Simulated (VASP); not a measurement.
# Ge2Sb2O (P4/mmm) in VASP: further runs

The runs below take Ge2Sb2O through relaxation of cell and atoms, with PBE.

Everything below comes from runs of VASP 6.6.1. Logs are shortened: lines on timing, memory, paths and dates and some standing lists are left out, and cuts for length are marked.

### 1 The cell of the first run

It takes space group P4/mmm (No. 123, tetragonal). Conventional cell: a = 3.399 Å, b = 3.399 Å, c = 8.973 Å, α = 90.00°, β = 90.00°, γ = 90.00°. Within 3.5 Å of Ge (site symmetry 4mm) lie 1 O at 2.49 Å and 8 Sb at 3.13 to 3.46 Å and 4 Ge at 3.40 Å. Within 4.1 Å of Sb (site symmetry 4/mmm) lie 8 Ge at 3.13 Å and 4 Sb at 3.40 Å. Sb (site symmetry 4/mmm) has 4 O at 2.40 Å within 3.2 Å. O (site symmetry 4/mmm) has 4 Sb at 2.40 Å and 2 Ge at 2.49 Å within 3.2 Å.

The cell was generated, and may not be a known phase.

### 2 Relaxation of cell and atoms, PBE

The input, INCAR:

```
ALGO = Normal
EDIFF = 1E-7
EDIFFG = -0.04
ENCUT = 600
GGA = PE
GGA_COMPAT = False
IBRION = 2
ISIF = 3
ISMEAR = 0
LASPH = True
LCHARG = False
LREAL = False
LWAVE = False
NELM = 120
NELMIN = 4
NSW = 90
PREC = Accurate
SIGMA = 0.1
```

The input, KPOINTS:

```
k-points
0
Gamma
  6 6 2
```

The input, POSCAR:

```
Ge2Sb2O
1.0
    3.3988681527      0.0000000000      0.0000000000
    0.0000000000      3.3988681527      0.0000000000
    0.0000000000      0.0000000000      8.9729404956
Ge Sb O
2 2 1
Direct
    0.5000000000      0.5000000000      0.2228518609
    0.5000000000      0.5000000000      0.7771481391
    0.0000000000      0.0000000000      0.0000000000
    0.0000000000      0.0000000000      0.5000000000
    0.5000000000      0.5000000000      0.5000000000
```

Potentials or basis: VASP PAW PBE potentials, release 64 (Ge_d, Sb, O).

Launch:

```
$ cat potpaw_PBE.64/Ge_d/POTCAR potpaw_PBE.64/Sb/POTCAR potpaw_PBE.64/O/POTCAR > POTCAR
$ mpirun -np 1 vasp_std > vasp.out
```

OUTCAR:

```text
EDIFF = 1E-7
   EDIFFG = -0.04
   ENCUT = 600
   GGA = PE
   IBRION = 2
   ISIF = 3
   ISMEAR = 0
   LASPH = True
   LREAL = False
   NELM = 120
   NELMIN = 4
   NSW = 90
   PREC = Accurate

 ion  position               nearest neighbor table
   1  0.500  0.500  0.223-   3 3.13   3 3.13   3 3.13   3 3.13
   2  0.500  0.500  0.777-   3 3.13   3 3.13   3 3.13   3 3.13
   3  0.000  0.000  0.000-   1 3.13   2 3.13   1 3.13   2 3.13   1 3.13   2 3.13   1 3.13   2 3.13

   4  0.000  0.000  0.500-   5 2.40   5 2.40   5 2.40   5 2.40
   5  0.500  0.500  0.500-   4 2.40   4 2.40   4 2.40   4 2.40

  LATTYP: Found a simple tetragonal cell.
 ALAT       =     3.3988681527
 C/A-ratio  =     2.6399789849

  Lattice vectors:

 A1 = (   3.3988681527,   0.0000000000,   0.0000000000)
 A2 = (   0.0000000000,   3.3988681527,   0.0000000000)
 A3 = (   0.0000000000,   0.0000000000,   8.9729404956)

Analysis of symmetry for initial positions (statically):
=====================================================================
 Subroutine PRICEL returns:
 Original cell was already a primitive cell.

 Routine SETGRP: Setting up the symmetry group for a
 simple tetragonal supercell.

 Subroutine GETGRP returns: Found 16 space group operations
 (whereof 16 operations were pure point group operations)
 out of a pool of 16 trial point group operations.

The static configuration has the point symmetry D_4h.

Analysis of symmetry for dynamics (positions and initial velocities):
=====================================================================
 Subroutine PRICEL returns:
 Original cell was already a primitive cell.

 Routine SETGRP: Setting up the symmetry group for a
 simple tetragonal supercell.

 Subroutine GETGRP returns: Found 16 space group operations
 (whereof 16 operations were pure point group operations)
 out of a pool of 16 trial point group operations.

The dynamic configuration has the point symmetry D_4h.

 Subroutine INISYM returns: Found 16 space group operations
 (whereof 16 operations are pure point group operations),
 and found     1 'primitive' translations

----------------------------------------------------------------------------------------

                                     Primitive cell

  volume of cell :     103.6581

  direct lattice vectors                    reciprocal lattice vectors
     3.398868153  0.000000000  0.000000000     0.294215590  0.000000000  0.000000000
     0.000000000  3.398868153  0.000000000     0.000000000  0.294215590  0.000000000
     0.000000000  0.000000000  8.972940496     0.000000000  0.000000000  0.111446187

  length of vectors
     3.398868153  3.398868153  8.972940496     0.294215590  0.294215590  0.111446187

  position of ions in fractional coordinates (direct lattice)
     0.500000000  0.500000000  0.222851861
     0.500000000  0.500000000  0.777148139
     0.000000000  0.000000000  0.000000000
     0.000000000  0.000000000  0.500000000
     0.500000000  0.500000000  0.500000000

  ion indices of the primitive-cell ions
   primitive index   ion index
                 1           1
                 2           2
                 3           3
                 4           4
                 5           5

----------------------------------------------------------------------------------------

 KPOINTS: k-points

Automatic generation of k-mesh.
 Grid dimensions read from file:
 generate k-points for:    6    6    2

 Generating k-lattice:

  Cartesian coordinates                     Fractional coordinates (reciprocal lattice)
     0.049035932  0.000000000  0.000000000     0.166666667  0.000000000  0.000000000
     0.000000000  0.049035932  0.000000000     0.000000000  0.166666667  0.000000000
     0.000000000  0.000000000  0.055723093     0.000000000  0.000000000  0.500000000

  Length of vectors
     0.049035932  0.049035932  0.055723093

  Shift w.r.t. Gamma in fractional coordinates (k-lattice)
     0.000000000  0.000000000  0.000000000

 Subroutine IBZKPT returns following result:
 ===========================================

 Found     20 irreducible k-points:

 Following reciprocal coordinates:
            Coordinates               Weight
  0.000000  0.000000  0.000000      1.000000
  0.166667  0.000000  0.000000      4.000000
  0.333333  0.000000  0.000000      4.000000
  0.500000  0.000000  0.000000      2.000000
  0.166667  0.166667  0.000000      4.000000
  0.333333  0.166667  0.000000      8.000000
[... 12 lines left out ...]
  0.500000  0.333333  0.500000      4.000000
  0.500000  0.500000  0.500000      1.000000
   k-points           NKPTS =     20   k-points in BZ     NKDIM =     20   number of bands    NBANDS=     26
   number of dos      NEDOS =    301   number of ions     NIONS =      5
   total plane-waves  NPLWV =  56448
   dimension x,y,z NGX =    28 NGY =   28 NGZ =   72
   dimension x,y,z NGXF=    56 NGYF=   56 NGZF=  144
   ions per type =               2   2   1
   NGX,Y,Z   is equivalent  to a cutoff of  13.70, 13.70, 13.34 a.u.
   NGXF,Y,Z  is equivalent  to a cutoff of  27.39, 27.39, 26.68 a.u.
 SYSTEM =  unknown system
   PREC   = accura    normal or accurate (medium, high low for compatibility)
   ISTART =      0    job   : 0-new  1-cont  2-samecut
   ICHARG =      2    charge: 1-file 2-atom 10-const
   ISPIN  =      1    spin polarized calculation?
   LNONCOLLINEAR =      F non collinear calculations
   LSORBIT =      F    spin-orbit coupling
   LASPH  =      T    aspherical Exc in radial PAW
   ENCUT  =  600.0 eV  44.10 Ry    6.64 a.u.   6.79  6.79 17.92*2*pi/ulx,y,z
   NELM   =    120;   NELMIN=  4; NELMDL= -5     # of ELM steps
   EDIFF  = 0.1E-06   stopping-criterion for ELM
   LREAL  =      F    real-space projection
   EDIFFG = -.4E-01   stopping-criterion for IOM
   NSW    =     90    number of steps for IOM
   IBRION =      2    ionic relax: 0-MD 1-quasi-New 2-CG
   NFREE  =      1    steps in history (QN), initial steepest desc. (CG)
   ISIF   =      3    stress and relaxation
   ISYM   =      2    0-nonsym 1-usesym 2-fastsym
   POTIM  = 0.5000    time-step for ionic-motion
   TEBEG  =    0.0;   TEEND  =   0.0 temperature during run
   PSTRESS=    0.0 pullay stress
   NELECT =      44.0000    total number of electrons
   NUPDOWN=      -1.0000    fix difference up-down
   EMIN   =  10.00;   EMAX   =-10.00  energy-range for DOS
   EFERMI =   0.00;   METHOD = LEGACY
   ISMEAR =     0;   SIGMA  =   0.10  broadening in eV -4-tet -1-fermi 0-gaus
   EFERMI_NEDOS =   21; number of points for ismear=-14 and -15
   IALGO  =     38    algorithm
   IMIX   =      4    mixing-type and parameters
     AMIX     =   0.40;   BMIX     =  1.00
     AMIX_MAG =   1.60;   BMIX_MAG =  1.00
  volume/ion in A,a.u.               =      20.73       139.90
  Fermi-wavevector in a.u.,A,eV,Ry     =   1.230338  2.325002 20.595582  1.513733
  Thomas-Fermi vector in A             =   2.365191
   LORBIT       =      0    0 simple, 1 ext, 2 COOP (PROOUT), +10 PAW based schemes
   GGA     = PE    functional components
   LHFCALC =     F    Hartree Fock is set to
   AEXX    =    0.0000 exact exchange contribution
   IVDW    =     0    specifies the selected vdW correction
   LEPSILON=     F    determine dielectric tensor
   LRPA    =     F    only Hartree local field effects (RPA)
 conjugate gradient relaxation of ions
 non-spin polarized calculation
 Gauss-broadening in eV      SIGMA  =   0.10
  energy-cutoff  :      600.00
  volume of cell :      103.66
 maximum number of plane-waves:      3482
 NGX is ok and might be reduce to    28
   NGX = 13   NGY = 13   NGZ = 35

--------------------------------------- Ionic step        1  -------------------------------------------

 number of electron      44.0000004 magnetization

 Free energy of the ion-electron system (eV)
  ---------------------------------------------------
  ext. energy  EPLUGINS =         0.00000000
  ---------------------------------------------------
  free energy    TOTEN  =       -21.81606292 eV

  energy without entropy =      -21.80429443  energy(sigma->0) =      -21.81017868

------------------------ aborting loop because EDIFF is reached ----------------------------------------

  FORCE on cell =-STRESS in cart. coord.  units (eV):
  Direction    XX          YY          ZZ          XY          YZ          ZX
  --------------------------------------------------------------------------------------
  -------------------------------------------------------------------------------------
  Total       -0.2632248     -0.2632248      1.4114656      0.0000000      0.0000000     -0.0000000
  in kB       -4.0684970     -4.0684970     21.8161177      0.0000000      0.0000000     -0.0000000
  external PRESSURE =       4.5597079 kB  Pullay stress =       0.0000000 kB
[... 219 lines left out ...]
  energy  without entropy=      -21.8285027411  energy(sigma->0) =      -21.83546588

--------------------------------------- Ionic step        7  -------------------------------------------

 number of electron      44.0000004 magnetization

 Free energy of the ion-electron system (eV)
  ---------------------------------------------------
  ext. energy  EPLUGINS =         0.00000000
  ---------------------------------------------------
  free energy    TOTEN  =       -21.84523505 eV

  energy without entropy =      -21.83105183  energy(sigma->0) =      -21.83814344

 E-fermi :   6.8964     XC(G=0): -10.4544

 val. band max:        6.8760008954   @ k =   0.5000   0.1667   0.5000
 cond. band min:       6.9006575004   @ k =   0.5000   0.5000   0.5000
 fundamental gap:      0.0246566051
 Fermi energy:         6.8963955861

 k-point     1 :       0.0000    0.0000    0.0000
  band No.  band energies     occupation
      1     -17.9062      2.00000
      2     -17.9021      2.00000
      3     -17.8845      2.00000
      4     -17.8845      2.00000
      5     -17.8836      2.00000
      6     -17.8836      2.00000
[... 601 lines left out ...]
  FREE ENERGIE OF THE ION-ELECTRON SYSTEM (eV)
  ---------------------------------------------------
  free  energy   TOTEN  =       -21.8452350543 eV

  energy  without entropy=      -21.8310518299  energy(sigma->0) =      -21.83814344

 reached required accuracy - stopping structural energy minimisation
```

It took 4 min on 1 thread of Intel Xeon 6975P-C (Granite Rapids), shared host; peak memory 0.27 GiB.

Results:

```yaml
Free_energy: -21.8452 eV
Relaxed_volume: 20.94 Å³/atom
Relaxed_cell: a = 3.363 Å, b = 3.363 Å, c = 9.257 Å, α = 90.00°, β = 90.00°, γ = 90.00°
Space_group_after_relaxing_to_0.1_Å: P4/mmm (No. 123)
Energy_gained_by_relaxing: 5.8 meV/atom
Ionic_steps: 7
Pressure_after_relaxing: 0.1 GPa
Largest_force_after_relaxing: 0.026 eV/Å
Band_gap_on_the_k_mesh: zero (bands 22 and 23 overlap by 2.29 eV)
```

Forces in eV/Å, atoms in the order of the input:
```
Ge   0.000  0.000 -0.026
Ge   0.000  0.000  0.026
Sb   0.000  0.000  0.000
Sb   0.000  0.000  0.000
O    0.000  0.000  0.000
```

Step by step:
| step | energy change (eV) | largest force (eV/Å) | pressure (GPa) | volume (Å³) |
| --- | --- | --- | --- | --- |
| 1 | 0.0000 | 0.0486 | 0.46 | 103.66 |
| 2 | -0.0157 | 0.0751 | -0.06 | 104.54 |
| 3 | -0.0219 | 0.1112 | -0.60 | 105.60 |
| 4 | -0.0245 | 0.1118 | 0.27 | 104.45 |
| 5 | -0.0247 | 0.1120 | 0.10 | 104.69 |
| 6 | -0.0264 | 0.0904 | 0.08 | 104.69 |
| 7 | -0.0292 | 0.0263 | 0.11 | 104.68 |

Final structure:
```
Ge Sb O
1.0
     3.36279    0.00000    0.00000
     0.00000    3.36279    0.00000
     0.00000    0.00000    9.25653
Ge Sb O
2 2 1
Cartesian
  1.6814 1.6814 2.0194
  1.6814 1.6814 7.2371
  0.0000 0.0000 0.0000
  0.0000 0.0000 4.6283
  1.6814 1.6814 4.6283
```

Caveat: spin-orbit coupling is left out, which moves the levels of the heavy elements.

(Part 1 of 2 ends here.)

The gap in the log of VASP goes by the Fermi energy; the results here count the filled bands.